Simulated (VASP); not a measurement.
# Nd2GeB (P6/mmm) in VASP: a series of runs

The runs below take Nd2GeB through single point, relaxation of cell and atoms, with PBE.

Program: VASP 6.6.1. These are calculated values, not measurements. Logs are shortened: lines on timing, memory, paths and dates and some standing lists are left out, and cuts for length are marked.

## 1. The cell of the first run

It takes space group P6/mmm (No. 191, hexagonal). The conventional cell has a = 5.178 Å, b = 5.178 Å, c = 3.772 Å, α = 90.00°, β = 90.00°, γ = 120.00°. Within 3.9 Å of Nd (site symmetry -6m2) lie 5 Nd at 2.99 to 3.77 Å and 3 Ge at 2.99 Å and 6 B at 3.53 Å. Within 2.5 Å of Ge (site symmetry 6/mmm) lie 2 B at 1.89 Å. Within 2.5 Å of B (site symmetry 6/mmm) lie 2 Ge at 1.89 Å.

The cell was generated, and may not be a known phase.

## 2. Single point, PBE

Input file INCAR:

```
PREC = Accurate ; ENCUT = 500
EDIFF = 1E-6 ; ISMEAR = 0
SIGMA = 0.1 ; LREAL = False
LASPH = True ; NELM = 200
ALGO = Normal ; ISIF = 2
LWAVE = False ; LCHARG = True
GGA = PE ; LELF = True
LVHAR = True ; NBANDS = 28
GGA_COMPAT = False ; LMAXMIX = 6
```

Input file KPOINTS:

```
regular mesh
0
Gamma
  6 6 4
```

Input file POSCAR:

```
Nd2GeB
1.0
    5.1783918500      0.0000000000      0.0000000000
   -2.5891959300      4.4846189000      0.0000000000
    0.0000000000      0.0000000000      3.7721949800
Nd Ge B
2 1 1
Direct
    0.3333333300      0.6666666700      0.0000000000
    0.6666666700      0.3333333300      0.0000000000
    0.0000000000      0.0000000000      0.0000000000
    0.0000000000      0.0000000000      0.5000000000
```

Potentials or basis: VASP PAW PBE potentials, release 64 (Nd_3, Ge_d, B), 4f in core.

On the command line:

```sh
> cat potpaw_PBE.64/Nd_3/POTCAR potpaw_PBE.64/Ge_d/POTCAR potpaw_PBE.64/B/POTCAR > POTCAR
> mpirun -np 1 vasp_std > vasp.out
```

OUTCAR:

```text
PREC = Accurate
   ENCUT = 500
   EDIFF = 1E-6
   ISMEAR = 0
   LREAL = False
   LASPH = True
   NELM = 200
   ISIF = 2
   GGA = PE

 ion  position               nearest neighbor table
   1  0.333  0.667  0.000-   2 2.99   3 2.99   2 2.99   3 2.99   3 2.99   2 2.99
   2  0.667  0.333  0.000-   1 2.99   3 2.99   1 2.99   3 2.99   3 2.99   1 2.99
   3  0.000  0.000  0.000-   4 1.89   4 1.89   1 2.99   2 2.99   2 2.99   1 2.99   2 2.99   1 2.99

   4  0.000  0.000  0.500-   3 1.89   3 1.89

  LATTYP: Found a hexagonal cell.
 ALAT       =     5.1783918500
 C/A-ratio  =     0.7284491188

  Lattice vectors:

 A1 = (   5.1783918500,   0.0000000000,   0.0000000000)
 A2 = (  -2.5891959300,   4.4846189000,   0.0000000000)
 A3 = (   0.0000000000,   0.0000000000,   3.7721949800)

Analysis of symmetry for initial positions (statically):
=====================================================================
 Subroutine PRICEL returns:
 Original cell was already a primitive cell.

 Routine SETGRP: Setting up the symmetry group for a
 hexagonal supercell.

 Subroutine GETGRP returns: Found 24 space group operations
 (whereof 24 operations were pure point group operations)
 out of a pool of 24 trial point group operations.

The static configuration has the point symmetry D_6h.

Analysis of symmetry for dynamics (positions and initial velocities):
=====================================================================
 Subroutine PRICEL returns:
 Original cell was already a primitive cell.

 Routine SETGRP: Setting up the symmetry group for a
 hexagonal supercell.

 Subroutine GETGRP returns: Found 24 space group operations
 (whereof 24 operations were pure point group operations)
 out of a pool of 24 trial point group operations.

The dynamic configuration has the point symmetry D_6h.

 Subroutine INISYM returns: Found 24 space group operations
 (whereof 24 operations are pure point group operations),
 and found     1 'primitive' translations

----------------------------------------------------------------------------------------

                                     Primitive cell

  volume of cell :      87.6021

  direct lattice vectors                    reciprocal lattice vectors
     5.178391850  0.000000000  0.000000000     0.193110145  0.111492194  0.000000000
    -2.589195930  4.484618900  0.000000000     0.000000000  0.222984388  0.000000000
[... 84 lines left out ...]
   NELM   =    200;   NELMIN=  2; NELMDL= -5     # of ELM steps
   EDIFF  = 0.1E-05   stopping-criterion for ELM
   LREAL  =      F    real-space projection
   EDIFFG = 0.1E-04   stopping-criterion for IOM
   NSW    =      0    number of steps for IOM
   IBRION =     -1    ionic relax: 0-MD 1-quasi-New 2-CG
   NFREE  =      0    steps in history (QN), initial steepest desc. (CG)
   ISIF   =      2    stress and relaxation
   ISYM   =      2    0-nonsym 1-usesym 2-fastsym
   POTIM  = 0.5000    time-step for ionic-motion
   TEBEG  =    0.0;   TEEND  =   0.0 temperature during run
   PSTRESS=    0.0 pullay stress
   NELECT =      39.0000    total number of electrons
   NUPDOWN=      -1.0000    fix difference up-down
   EMIN   =  10.00;   EMAX   =-10.00  energy-range for DOS
   EFERMI =   0.00;   METHOD = LEGACY
   ISMEAR =     0;   SIGMA  =   0.10  broadening in eV -4-tet -1-fermi 0-gaus
   EFERMI_NEDOS =   21; number of points for ismear=-14 and -15
   IALGO  =     38    algorithm
   IMIX   =      4    mixing-type and parameters
     AMIX     =   0.40;   BMIX     =  1.00
     AMIX_MAG =   1.60;   BMIX_MAG =  1.00
  volume/ion in A,a.u.               =      21.90       147.79
  Fermi-wavevector in a.u.,A,eV,Ry     =   1.250043  2.362238 21.260555  1.562607
  Thomas-Fermi vector in A             =   2.384055
   LORBIT       =      0    0 simple, 1 ext, 2 COOP (PROOUT), +10 PAW based schemes
   GGA     = PE    functional components
   LHFCALC =     F    Hartree Fock is set to
   AEXX    =    0.0000 exact exchange contribution
   IVDW    =     0    specifies the selected vdW correction
   LEPSILON=     F    determine dielectric tensor
   LRPA    =     F    only Hartree local field effects (RPA)
 non-spin polarized calculation
 Gauss-broadening in eV      SIGMA  =   0.10
  energy-cutoff  :      500.00
  volume of cell :       87.60
 maximum number of plane-waves:      2258
 NGX is ok and might be reduce to    40
   NGX = 19   NGY = 19   NGZ = 13

 number of electron      38.9999982 magnetization

 Free energy of the ion-electron system (eV)
  ---------------------------------------------------
  ext. energy  EPLUGINS =         0.00000000
  ---------------------------------------------------
  free energy    TOTEN  =       -18.04163760 eV

  energy without entropy =      -18.00954530  energy(sigma->0) =      -18.02559145

 E-fermi :   5.0319     XC(G=0): -10.4856

 val. band max:        5.0266198718   @ k =   0.3333   0.1667   0.5000
 cond. band min:       5.0361569421   @ k =   0.3333   0.3333   0.0000
 fundamental gap:      0.0095370702
 Fermi energy:         5.0318861875

 k-point     1 :       0.0000    0.0000    0.0000
  band No.  band energies     occupation
      1     -33.3319      2.00000
      2     -32.7527      2.00000
      3     -19.7587      2.00000
      4     -19.6386      2.00000
      5     -19.6386      2.00000
      6     -19.5973      2.00000
[... 640 lines left out ...]
     27      10.4310      0.00000
     28      10.4310      0.00000

------------------------ aborting loop because EDIFF is reached ----------------------------------------

  FORCE on cell =-STRESS in cart. coord.  units (eV):
  Direction    XX          YY          ZZ          XY          YZ          ZX
  --------------------------------------------------------------------------------------
  -------------------------------------------------------------------------------------
  Total        3.5577527      3.5577527      5.0352516     -0.0000000     -0.0000000     -0.0000000
  in kB       65.0686441     65.0686443     92.0909969     -0.0000001     -0.0000000     -0.0000000
  external PRESSURE =      74.0760951 kB  Pullay stress =       0.0000000 kB

 VOLUME and BASIS-vectors are now :
 -----------------------------------------------------------------------------
  energy-cutoff  :      500.00
  volume of cell :       87.60
      direct lattice vectors                 reciprocal lattice vectors
     5.178391850  0.000000000  0.000000000     0.193110145  0.111492194  0.000000000
    -2.589195930  4.484618900  0.000000000     0.000000000  0.222984388  0.000000000
     0.000000000  0.000000000  3.772194980     0.000000000  0.000000000  0.265097643

 POSITION                                       TOTAL-FORCE (eV/Angst)
 -----------------------------------------------------------------------------------
     -0.00000      2.98975      0.00000         0.000000      0.000000     -0.000000
      2.58920      1.49487      0.00000        -0.000000     -0.000000      0.000000
      0.00000      0.00000      0.00000        -0.000000      0.000000      0.000000
      0.00000      0.00000      1.88610         0.000000      0.000000      0.000000
 -----------------------------------------------------------------------------------
    total drift:                                0.000000     -0.000000     -0.000000

  FREE ENERGIE OF THE ION-ELECTRON SYSTEM (eV)
  ---------------------------------------------------
  free  energy   TOTEN  =       -18.0416376038 eV

  energy  without entropy=      -18.0095452975  energy(sigma->0) =      -18.02559145
```

stdout:

```text
POSCAR found type information on POSCAR NdGeB
 POSCAR found :  3 types and       4 ions
 scaLAPACK will be used
 LDA part: xc-table for (Slater+PW92), standard interpolation
 POSCAR, INCAR and KPOINTS ok, starting setup
 FFT: planning ... GRIDC
 FFT: planning ... GRID_SOFT
 FFT: planning ... GRID
 WAVECAR not read
 entering main loop
```

It took 24 s on 1 thread of Intel Xeon Platinum 8559C (Emerald Rapids), shared host; peak memory 0.23 GiB.

Results:

```yaml
Free_energy: -18.0416 eV
Pressure: 7.4 GPa
Band_gap_on_the_k_mesh: zero (an odd number of electrons rules out a gap without spin polarisation)
```

Caveat: the k points lie up to 0.42 Å⁻¹ apart, too coarse for converged energies and pressures of a metal; spin-orbit coupling is left out, which moves the levels of the heavy elements; the 4f electrons are frozen in the core, so they carry no moment and show no levels; an odd number of electrons without spin polarisation forces a metal; a magnetic or distorted state may lie lower.

## 3. Single point, PBE

This run uses another cell than the first one, of 24.28 Å³/atom.

Input file INCAR:

```
ALGO = Normal
EDIFF = 1E-6
ENCUT = 500
GGA = PE
GGA_COMPAT = F
ISIF = 2
ISMEAR = 0
LASPH = T
LCHARG = F
LMAXMIX = 6
LREAL = F
LWAVE = F
NBANDS = 28
NELM = 200
PREC = Accurate
SIGMA = 0.1
```

Input file KPOINTS:

```
k-points
0
Gamma
  6 6 4
```

Input file POSCAR:

```
Nd2GeB
1.0
    5.3238602402      0.0000000030      0.0000000000
   -2.6619301227      4.6105982127      0.0000000000
    0.0000000000      0.0000000000      3.9570196255
Nd Ge B
2 1 1
Direct
    0.3333333333      0.6666666667      0.0000000000
    0.6666666667      0.3333333333      0.0000000000
    0.0000000000      0.0000000000      0.0000000000
    0.0000000000      0.0000000000      0.5000000000
```

Potentials or basis: VASP PAW PBE potentials, release 64 (Nd_3, Ge_d, B), 4f in core.

On the command line:

```sh
> cat potpaw_PBE.64/Nd_3/POTCAR potpaw_PBE.64/Ge_d/POTCAR potpaw_PBE.64/B/POTCAR > POTCAR
> mpirun -np 1 vasp_std > vasp.out
```

OUTCAR:

```text
EDIFF = 1E-6
   ENCUT = 500
   GGA = PE
   ISIF = 2
   ISMEAR = 0
   LASPH = T
   LREAL = F
   NELM = 200
   PREC = Accurate

 ion  position               nearest neighbor table
   1  0.333  0.667  0.000-   2 3.07   2 3.07   3 3.07   3 3.07   3 3.07   2 3.07
   2  0.667  0.333  0.000-   1 3.07   1 3.07   3 3.07   3 3.07   3 3.07   1 3.07
   3  0.000  0.000  0.000-   4 1.98   4 1.98   1 3.07   2 3.07   1 3.07   2 3.07   2 3.07   1 3.07

[... 846 lines left out ...]

  FORCE on cell =-STRESS in cart. coord.  units (eV):
  Direction    XX          YY          ZZ          XY          YZ          ZX
  --------------------------------------------------------------------------------------
  -------------------------------------------------------------------------------------
  Total        0.3189592      0.3189592     -0.0202014     -0.0000000      0.0000000     -0.0000000
  in kB        5.2613063      5.2613063     -0.3332271     -0.0000000      0.0000000     -0.0000000
  external PRESSURE =       3.3964618 kB  Pullay stress =       0.0000000 kB

 VOLUME and BASIS-vectors are now :
 -----------------------------------------------------------------------------
  energy-cutoff  :      500.00
  volume of cell :       97.13
      direct lattice vectors                 reciprocal lattice vectors
     5.323860240  0.000000003  0.000000000     0.187833631  0.108445798  0.000000000
    -2.661930123  4.610598213  0.000000000    -0.000000000  0.216891595  0.000000000
     0.000000000  0.000000000  3.957019626     0.000000000  0.000000000  0.252715451

 POSITION                                       TOTAL-FORCE (eV/Angst)
 -----------------------------------------------------------------------------------
     -0.00000      3.07373      0.00000         0.000000     -0.000000      0.000000
      2.66193      1.53687      0.00000        -0.000000      0.000000     -0.000000
      0.00000      0.00000      0.00000        -0.000000     -0.000000      0.000000
      0.00000      0.00000      1.97851        -0.000000     -0.000000      0.000000
 -----------------------------------------------------------------------------------
    total drift:                                0.000000     -0.000000      0.000000

  FREE ENERGIE OF THE ION-ELECTRON SYSTEM (eV)
  ---------------------------------------------------
  free  energy   TOTEN  =       -18.2559723258 eV

  energy  without entropy=      -18.2286427110  energy(sigma->0) =      -18.24230752
```

OSZICAR:

```text
N       E                     dE             d eps       ncg     rms          rms(c)
DAV:   1     0.355653240457E+03    0.35565E+03   -0.17965E+04  1428   0.210E+03
DAV:   2     0.265111148883E+02   -0.32914E+03   -0.31877E+03  1240   0.651E+02
DAV:   3    -0.145113036881E+02   -0.41022E+02   -0.40370E+02  1480   0.134E+02
DAV:   4    -0.189346701646E+02   -0.44234E+01   -0.43800E+01  2144   0.371E+01
DAV:   5    -0.189923189949E+02   -0.57649E-01   -0.57560E-01  1428   0.428E+00    0.845E+00
DAV:   6    -0.183980688238E+02    0.59425E+00   -0.18511E+00  1660   0.477E+00    0.487E+00
DAV:   7    -0.182808762575E+02    0.11719E+00   -0.38430E-01  1696   0.341E+00    0.197E+00
DAV:   8    -0.182574763758E+02    0.23400E-01   -0.72621E-02  1908   0.143E+00    0.392E-01
DAV:   9    -0.182559281719E+02    0.15482E-02   -0.12320E-02  1836   0.455E-01    0.123E-01
DAV:  10    -0.182559237022E+02    0.44698E-05   -0.73765E-04  1620   0.114E-01    0.834E-02
DAV:  11    -0.182559764105E+02   -0.52708E-04   -0.16723E-04  1436   0.104E-01    0.236E-02
DAV:  12    -0.182559729024E+02    0.35082E-05   -0.20552E-05  1684   0.369E-02    0.378E-03
DAV:  13    -0.182559723258E+02    0.57657E-06   -0.84041E-07  1020   0.679E-03
   1 F= -.18255972E+02 E0= -.18242308E+02  d E =-.273296E-01
```

stdout:

```text
POSCAR found type information on POSCAR NdGeB
 POSCAR found :  3 types and       4 ions
 scaLAPACK will be used
 LDA part: xc-table for (Slater+PW92), standard interpolation
 POSCAR, INCAR and KPOINTS ok, starting setup
 FFT: planning ... GRIDC
 FFT: planning ... GRID_SOFT
 FFT: planning ... GRID
 WAVECAR not read
 entering main loop
```

Wall time 26 s (1 thread of Intel Xeon Platinum 8559C (Emerald Rapids), shared host); peak memory 0.24 GiB.

What came out:

```
Free energy            : -18.2560 eV
Pressure               : 0.3 GPa
Band gap on the k mesh : zero (an odd number of electrons rules out a gap without spin polarisation)
```

Levels at points of the mesh, in eV from the Fermi level:
| k point | band 17 | band 18 | band 19 | band 20 | band 21 | band 22 |
| --- | --- | --- | --- | --- | --- | --- |
| (0.00, 0.00, 0.00) | -3.56 | -2.31 | -0.49 | 1.30 | 1.42 | 1.42 |
| (0.50, 0.00, 0.00) | -3.32 | -1.55 | -0.69 | 0.07 | 0.42 | 0.53 |
| (0.00, 0.00, 0.50) | -2.17 | -0.99 | -0.99 | -0.66 | -0.66 | 0.76 |
| (0.50, 0.00, 0.50) | -2.31 | -2.00 | -1.55 | -0.41 | 0.30 | 2.26 |

Caveat: the k points lie up to 0.40 Å⁻¹ apart, too coarse for converged energies and pressures of a metal; spin-orbit coupling is left out, which moves the levels of the heavy elements; the 4f electrons are frozen in the core, so they carry no moment and show no levels; an odd number of electrons without spin polarisation forces a metal; a magnetic or distorted state may lie lower. Spin polarisation is off, so any magnetic state and its effect on volume and gap are missing.

(Part 1 of 2 ends here.)

The gap in the log of VASP goes by the Fermi energy; the results here count the filled bands.